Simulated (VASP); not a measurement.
HfB2, 3 atoms in the cell. It takes space group P6/mmm (No. 191, hexagonal). The conventional cell has a = 3.150 Å, b = 3.150 Å, c = 3.492 Å, α = 90.00°, β = 90.00°, γ = 120.00°. Hf (site symmetry 6/mmm) has 12 B at 2.52 Å and 6 Hf at 3.15 Å within 3.3 Å. Within 2.4 Å of B (site symmetry -6m2) lie 3 B at 1.82 Å.  This cell differs from its parent crystal: volume scaled by 1.01.

| Property | Result |
| --- | --- |
| Program | VASP 6.6.1 |
| Task | single point |
| Functional | PBE |
| Potentials or basis | VASP PAW PBE potentials, release 64 (Hf_pv, B) |
| Cutoff | 520 eV |
| k mesh | 13 × 13 × 11 |
| Occupations | fermi-dirac, width 0.05 eV |
| Spin | no spin polarisation |
| Dipole correction | no |
| Further INCAR settings | ALGO = Normal; EDIFF = 1e-06; NBANDS = 15 |

Potentials or basis: VASP PAW PBE potentials, release 64 (Hf_pv, B).

Command:

```console
$ cat potpaw_PBE.64/Hf_pv/POTCAR potpaw_PBE.64/B/POTCAR > POTCAR
$ mpirun -np 1 vasp_std > vasp.out
```

Hardware: 1 thread of Intel(R) Xeon(R) Platinum 8488C (Sapphire Rapids) (shared host).

Q: How long does it take, and how much memory?

A: Wall time 33 s on 1 thread of Intel(R) Xeon(R) Platinum 8488C (Sapphire Rapids) (shared host), peak memory 0.19 GiB. Counts: scf iterations 13, k points 126.
